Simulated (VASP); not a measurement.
# CuW (F-43m) in VASP: a series of runs

Runs on CuW. Level: PBE. Tasks: single point, relaxation of cell and atoms.

Program: VASP 6.6.1. These are calculated values, not measurements. Logs are shortened: lines on timing, memory, paths and dates and some standing lists are left out, and cuts for length are marked.

**1. The cell of the first run**

Symmetry: F-43m, No. 216, cubic system. Conventional cell: a = 5.425 Å, b = 5.425 Å, c = 5.425 Å, α = 90.00°, β = 90.00°, γ = 90.00°. Cu (site symmetry -43m) has 4 W at 2.35 Å within 3.1 Å. W (site symmetry -43m) has 4 Cu at 2.35 Å within 3.1 Å.

**2. Single point, PBE**

INCAR

```
ALGO = Normal ; EDIFF = 1E-6
ENCUT = 520 ; GGA = PE
ISIF = 2 ; ISMEAR = 0
LASPH = T ; LCHARG = F
LREAL = F ; LWAVE = F
NBANDS = 20 ; NELM = 80
PREC = Accurate ; SIGMA = 0.1
```

KPOINTS

```
k-points
0
Gamma
  6 6 6
```

POSCAR

```
CuW
1.0
    0.0000000000      2.7126632856      2.7126632856
    2.7126632856      0.0000000000      2.7126632856
    2.7126632856      2.7126632856      0.0000000000
Cu W
1 1
Direct
    0.0000000000      0.0000000000      0.0000000000
    0.2500000000      0.2500000000      0.2500000000
```

Potentials or basis: VASP PAW PBE potentials, release 64 (Cu, W_sv).

Started as:

```bash
> cat potpaw_PBE.64/Cu/POTCAR potpaw_PBE.64/W_sv/POTCAR > POTCAR
> mpirun -np 1 vasp_std > vasp.out
```

OUTCAR:

```text
EDIFF = 1E-6
   ENCUT = 520
   GGA = PE
   ISIF = 2
   ISMEAR = 0
   LASPH = T
   LREAL = F
   NELM = 80
   PREC = Accurate

 ion  position               nearest neighbor table
   1  0.000  0.000  0.000-   2 2.35   2 2.35   2 2.35   2 2.35
   2  0.250  0.250  0.250-   1 2.35   1 2.35   1 2.35   1 2.35

  LATTYP: Found a face centered cubic cell.
 ALAT       =     5.4253265712

  Lattice vectors:

 A1 = (   0.0000000000,   2.7126632856,   2.7126632856)
 A2 = (   2.7126632856,   0.0000000000,   2.7126632856)
 A3 = (   2.7126632856,   2.7126632856,   0.0000000000)

Analysis of symmetry for initial positions (statically):
=====================================================================
 Subroutine PRICEL returns:
 Original cell was already a primitive cell.

 Routine SETGRP: Setting up the symmetry group for a
 face centered cubic supercell.

 Subroutine GETGRP returns: Found 24 space group operations
 (whereof 24 operations were pure point group operations)
 out of a pool of 48 trial point group operations.

The static configuration has the point symmetry T_d .

Analysis of symmetry for dynamics (positions and initial velocities):
=====================================================================
 Subroutine PRICEL returns:
 Original cell was already a primitive cell.

 Routine SETGRP: Setting up the symmetry group for a
 face centered cubic supercell.

 Subroutine GETGRP returns: Found 24 space group operations
 (whereof 24 operations were pure point group operations)
 out of a pool of 48 trial point group operations.

The dynamic configuration has the point symmetry T_d .

 Subroutine INISYM returns: Found 24 space group operations
 (whereof 24 operations are pure point group operations),
 and found     1 'primitive' translations

----------------------------------------------------------------------------------------

                                     Primitive cell

  volume of cell :      39.9225

  direct lattice vectors                    reciprocal lattice vectors
     0.000000000  2.712663286  2.712663286    -0.184320702  0.184320702  0.184320702
     2.712663286  0.000000000  2.712663286     0.184320702 -0.184320702  0.184320702
     2.712663286  2.712663286  0.000000000     0.184320702  0.184320702 -0.184320702

  length of vectors
     3.836285209  3.836285209  3.836285209     0.319252820  0.319252820  0.319252820

  position of ions in fractional coordinates (direct lattice)
     0.000000000  0.000000000  0.000000000
     0.250000000  0.250000000  0.250000000

  ion indices of the primitive-cell ions
   primitive index   ion index
                 1           1
                 2           2

----------------------------------------------------------------------------------------

 KPOINTS: k-points

Automatic generation of k-mesh.
 Grid dimensions read from file:
 generate k-points for:    6    6    6

 Generating k-lattice:

  Cartesian coordinates                     Fractional coordinates (reciprocal lattice)
    -0.030720117  0.030720117  0.030720117     0.166666667  0.000000000  0.000000000
     0.030720117 -0.030720117  0.030720117     0.000000000  0.166666667  0.000000000
     0.030720117  0.030720117 -0.030720117     0.000000000  0.000000000  0.166666667

  Length of vectors
     0.053208803  0.053208803  0.053208803

  Shift w.r.t. Gamma in fractional coordinates (k-lattice)
     0.000000000  0.000000000  0.000000000

 Subroutine IBZKPT returns following result:
 ===========================================

 Found     16 irreducible k-points:

 Following reciprocal coordinates:
            Coordinates               Weight
  0.000000  0.000000  0.000000      1.000000
  0.166667  0.000000  0.000000      8.000000
  0.333333  0.000000  0.000000      8.000000
  0.500000  0.000000  0.000000      4.000000
  0.166667  0.166667  0.000000      6.000000
  0.333333  0.166667  0.000000     24.000000
[... 8 lines left out ...]
 -0.333333  0.333333  0.166667     24.000000
 -0.333333  0.500000  0.166667     12.000000
   k-points           NKPTS =     16   k-points in BZ     NKDIM =     16   number of bands    NBANDS=     20
   number of dos      NEDOS =    301   number of ions     NIONS =      2
   total plane-waves  NPLWV =  27000
   dimension x,y,z NGX =    30 NGY =   30 NGZ =   30
   dimension x,y,z NGXF=    60 NGYF=   60 NGZF=   60
   ions per type =               1   1
   NGX,Y,Z   is equivalent  to a cutoff of  13.00, 13.00, 13.00 a.u.
   NGXF,Y,Z  is equivalent  to a cutoff of  26.00, 26.00, 26.00 a.u.
 SYSTEM =  unknown system
   PREC   = accura    normal or accurate (medium, high low for compatibility)
   ISTART =      0    job   : 0-new  1-cont  2-samecut
   ICHARG =      2    charge: 1-file 2-atom 10-const
   ISPIN  =      1    spin polarized calculation?
   LNONCOLLINEAR =      F non collinear calculations
   LSORBIT =      F    spin-orbit coupling
   LASPH  =      T    aspherical Exc in radial PAW
   ENCUT  =  520.0 eV  38.22 Ry    6.18 a.u.   7.13  7.13  7.13*2*pi/ulx,y,z
   NELM   =     80;   NELMIN=  2; NELMDL= -5     # of ELM steps
   EDIFF  = 0.1E-05   stopping-criterion for ELM
   LREAL  =      F    real-space projection
   EDIFFG = 0.1E-04   stopping-criterion for IOM
   NSW    =      0    number of steps for IOM
   IBRION =     -1    ionic relax: 0-MD 1-quasi-New 2-CG
   NFREE  =      0    steps in history (QN), initial steepest desc. (CG)
   ISIF   =      2    stress and relaxation
   ISYM   =      2    0-nonsym 1-usesym 2-fastsym
   POTIM  = 0.5000    time-step for ionic-motion
   TEBEG  =    0.0;   TEEND  =   0.0 temperature during run
   PSTRESS=    0.0 pullay stress
   NELECT =      25.0000    total number of electrons
   NUPDOWN=      -1.0000    fix difference up-down
   EMIN   =  10.00;   EMAX   =-10.00  energy-range for DOS
   EFERMI =   0.00;   METHOD = LEGACY
   ISMEAR =     0;   SIGMA  =   0.10  broadening in eV -4-tet -1-fermi 0-gaus
   EFERMI_NEDOS =   21; number of points for ismear=-14 and -15
   IALGO  =     38    algorithm
   IMIX   =      4    mixing-type and parameters
     AMIX     =   0.40;   BMIX     =  1.00
     AMIX_MAG =   1.60;   BMIX_MAG =  1.00
  volume/ion in A,a.u.               =      19.96       134.71
  Fermi-wavevector in a.u.,A,eV,Ry     =   1.400605  2.646759 26.690465  1.961694
  Thomas-Fermi vector in A             =   2.523549
   LORBIT       =      0    0 simple, 1 ext, 2 COOP (PROOUT), +10 PAW based schemes
   GGA     = PE    functional components
   LHFCALC =     F    Hartree Fock is set to
   AEXX    =    0.0000 exact exchange contribution
   IVDW    =     0    specifies the selected vdW correction
   LEPSILON=     F    determine dielectric tensor
   LRPA    =     F    only Hartree local field effects (RPA)
 non-spin polarized calculation
 Gauss-broadening in eV      SIGMA  =   0.10
  energy-cutoff  :      520.00
  volume of cell :       39.92
 maximum number of plane-waves:      1090
 NGX is ok and might be reduce to    30
   NGX = 15   NGY = 15   NGZ = 15

 number of electron      25.0000000 magnetization

 Free energy of the ion-electron system (eV)
  ---------------------------------------------------
  ext. energy  EPLUGINS =         0.00000000
  ---------------------------------------------------
  free energy    TOTEN  =       -12.09930531 eV

  energy without entropy =      -12.08805119  energy(sigma->0) =      -12.09367825

 E-fermi :   5.4473     XC(G=0): -11.0125

 val. band max:        5.4395166375   @ k =   0.5000   0.3333   0.0000
 cond. band min:       5.5054984233   @ k =   0.5000   0.3333   0.1667
 fundamental gap:      0.0659817858
 Fermi energy:         5.4473343450

 k-point     1 :       0.0000    0.0000    0.0000
  band No.  band energies     occupation
      1     -68.8251      2.00000
      2     -32.9927      2.00000
      3     -32.9927      2.00000
      4     -32.9927      2.00000
      5      -1.7789      2.00000
      6       0.8848      2.00000
[... 12 lines left out ...]
     19      16.4856      0.00000
     20      19.0482      0.00000

 k-point     2 :       0.1667    0.0000    0.0000
  band No.  band energies     occupation
      1     -68.8247      2.00000
      2     -33.0030      2.00000
      3     -32.9940      2.00000
      4     -32.9940      2.00000
      5      -1.2912      2.00000
      6       0.7988      2.00000
[... 12 lines left out ...]
     19      16.3529      0.00000
     20      17.6643      0.00000

 k-point     3 :       0.3333    0.0000    0.0000
  band No.  band energies     occupation
      1     -68.8241      2.00000
      2     -33.0236      2.00000
      3     -32.9966      2.00000
      4     -32.9966      2.00000
      5      -0.1103      2.00000
      6       0.8197      2.00000
[... 12 lines left out ...]
     19      14.9085      0.00000
     20      19.0896      0.00000

 k-point     4 :       0.5000    0.0000    0.0000
  band No.  band energies     occupation
      1     -68.8237      2.00000
      2     -33.0339      2.00000
      3     -32.9979      2.00000
      4     -32.9979      2.00000
      5       0.5697      2.00000
      6       0.9562      2.00000
[... 12 lines left out ...]
     19      14.5174      0.00000
     20      19.6404      0.00000

 k-point     5 :       0.1667    0.1667    0.0000
  band No.  band energies     occupation
      1     -68.8246      2.00000
      2     -33.0033      2.00000
      3     -32.9960      2.00000
      4     -32.9960      2.00000
      5      -1.1186      2.00000
      6       0.6279      2.00000
[... 12 lines left out ...]
     19      15.9316      0.00000
     20      16.1105      0.00000

 k-point     6 :       0.3333    0.1667    0.0000
  band No.  band energies     occupation
      1     -68.8241      2.00000
      2     -33.0183      2.00000
      3     -32.9995      2.00000
      4     -32.9990      2.00000
      5      -0.1223      2.00000
      6       0.5722      2.00000
[... 12 lines left out ...]
     19      15.5625      0.00000
     20      17.7451      0.00000

 k-point     7 :       0.5000    0.1667    0.0000
  band No.  band energies     occupation
      1     -68.8236      2.00000
      2     -33.0298      2.00000
      3     -33.0042      2.00000
      4     -33.0000      2.00000
      5       0.6278      2.00000
      6       0.6860      2.00000
[... 12 lines left out ...]
     19      15.2121      0.00000
     20      19.9349      0.00000

 k-point     8 :      -0.3333    0.1667    0.0000
  band No.  band energies     occupation
      1     -68.8237      2.00000
      2     -33.0264      2.00000
      3     -33.0054      2.00000
      4     -32.9979      2.00000
      5       0.4633      2.00000
      6       0.7397      2.00000
[... 12 lines left out ...]
     19      15.2660      0.00000
     20      19.0406      0.00000

 k-point     9 :      -0.1667    0.1667    0.0000
  band No.  band energies     occupation
      1     -68.8243      2.00000
      2     -33.0130      2.00000
      3     -33.0003      2.00000
      4     -32.9950      2.00000
      5      -0.5483      2.00000
      6       0.6747      2.00000
[... 12 lines left out ...]
     19      16.4159      0.00000
     20      17.1964      0.00000

 k-point    10 :       0.3333    0.3333    0.0000
  band No.  band energies     occupation
      1     -68.8237      2.00000
      2     -33.0242      2.00000
      3     -33.0027      2.00000
      4     -33.0027      2.00000
      5       0.4457      2.00000
      6       0.6542      2.00000
[... 12 lines left out ...]
     19      15.3874      0.00000
     20      17.1209      0.00000

 k-point    11 :       0.5000    0.3333    0.0000
  band No.  band energies     occupation
      1     -68.8234      2.00000
      2     -33.0294      2.00000
      3     -33.0090      2.00000
      4     -33.0040      2.00000
      5       0.4905      2.00000
      6       0.7473      2.00000
[... 12 lines left out ...]
     19      16.0300      0.00000
     20      17.9702      0.00000

 k-point    12 :      -0.3333    0.3333    0.0000
  band No.  band energies     occupation
      1     -68.8234      2.00000
      2     -33.0227      2.00000
      3     -33.0182      2.00000
      4     -33.0016      2.00000
      5       0.4864      2.00000
      6       0.8202      2.00000
[... 12 lines left out ...]
     19      15.9793      0.00000
     20      19.8863      0.00000

 k-point    13 :       0.5000    0.5000    0.0000
  band No.  band energies     occupation
      1     -68.8233      2.00000
      2     -33.0345      2.00000
      3     -33.0061      2.00000
      4     -33.0061      2.00000
      5       0.6032      2.00000
      6       0.6317      2.00000
[... 12 lines left out ...]
     19      15.6492      0.00000
     20      17.5194      0.00000

 k-point    14 :       0.5000    0.3333    0.1667
  band No.  band energies     occupation
      1     -68.8236      2.00000
      2     -33.0242      2.00000
      3     -33.0087      2.00000
      4     -33.0010      2.00000
      5       0.5483      2.00000
      6       0.6083      2.00000
[... 12 lines left out ...]
     19      16.5562      0.00000
     20      18.0397      0.00000

 k-point    15 :      -0.3333    0.3333    0.1667
  band No.  band energies     occupation
      1     -68.8234      2.00000
      2     -33.0252      2.00000
      3     -33.0143      2.00000
      4     -33.0030      2.00000
      5       0.5449      2.00000
      6       0.6265      2.00000
[... 12 lines left out ...]
     19      16.7120      0.00000
     20      19.3283      0.00000

 k-point    16 :      -0.3333    0.5000    0.1667
  band No.  band energies     occupation
      1     -68.8233      2.00000
      2     -33.0276      2.00000
      3     -33.0129      2.00000
      4     -33.0061      2.00000
      5       0.5487      2.00000
      6       0.5534      2.00000
[... 12 lines left out ...]
     19      17.3659      0.00000
     20      18.0618      0.00000

------------------------ aborting loop because EDIFF is reached ----------------------------------------

  FORCE on cell =-STRESS in cart. coord.  units (eV):
  Direction    XX          YY          ZZ          XY          YZ          ZX
  --------------------------------------------------------------------------------------
  -------------------------------------------------------------------------------------
  Total        0.0839051      0.0839051      0.0839051     -0.0000000      0.0000000      0.0000000
  in kB        3.3672961      3.3672961      3.3672961     -0.0000000      0.0000000      0.0000000
  external PRESSURE =       3.3672961 kB  Pullay stress =       0.0000000 kB

 VOLUME and BASIS-vectors are now :
 -----------------------------------------------------------------------------
  energy-cutoff  :      520.00
  volume of cell :       39.92
      direct lattice vectors                 reciprocal lattice vectors
     0.000000000  2.712663286  2.712663286    -0.184320702  0.184320702  0.184320702
     2.712663286  0.000000000  2.712663286     0.184320702 -0.184320702  0.184320702
     2.712663286  2.712663286  0.000000000     0.184320702  0.184320702 -0.184320702

 POSITION                                       TOTAL-FORCE (eV/Angst)
 -----------------------------------------------------------------------------------
      0.00000      0.00000      0.00000        -0.000000      0.000000     -0.000000
      1.35633      1.35633      1.35633         0.000000     -0.000000      0.000000
 -----------------------------------------------------------------------------------
    total drift:                               -0.000001     -0.000001     -0.000001

  FREE ENERGIE OF THE ION-ELECTRON SYSTEM (eV)
  ---------------------------------------------------
  free  energy   TOTEN  =       -12.0993053145 eV

  energy  without entropy=      -12.0880511938  energy(sigma->0) =      -12.09367825
```

Run time: 12 s. Hardware: 1 thread of Intel Xeon 6975P-C, shared host; peak memory 0.17 GiB.

Results:

```yaml
Free_energy: -12.0993 eV
Pressure: 0.3 GPa
```

Caveat: spin-orbit coupling is left out, which moves the levels of the heavy elements.

(Continued in part 2 of 2.)
